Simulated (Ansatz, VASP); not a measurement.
BN: VASP beside Ansatz

```
CELL_PARAMETERS angstrom
2.51515 0.00000 0.00000
-1.25758 2.17819 0.00000
0.00000 0.00000 4.16063
ATOMIC_POSITIONS crystal
B 0.33333 0.66667 0.99987
B 0.66667 0.33333 0.49987
N 0.33333 0.66667 0.37413
N 0.66667 0.33333 0.87413
```

Change from the starting cell: strained cell.

Alike in both runs: functional PBEsol; k mesh 9 × 9 × 6; occupations gaussian, width 0.02 eV; no spin polarisation.

Ansatz relaxed the structure, and its values are those at the end. VASP's run is a single point on that final structure, the one shown.

|  | VASP | Ansatz |
| --- | --- | --- |
| version | VASP 6.6.1 | Ansatz 0.2.0 |
| potentials or method | VASP PAW PBE potentials, release 64 (B_h, N_h), cutoff 910 eV | scalar-relativistic, plane waves, PAW |
| valence electrons in the cell | 16 | 16 |

```tsv
	VASP	Ansatz	Ansatz less VASP
gap on the k mesh at the Fermi level (eV)	4.88	4.89	+0.008
least direct gap on the mesh (eV)	8.36	8.35	-0.006
```

VASP's potentials were made for PBE, not for PBEsol, and Ansatz warns of the same on its side. Ansatz's warnings: stress scf threshold loose.

Noted on VASP's run: the cutoff is short for stress, so the pressure is rough.
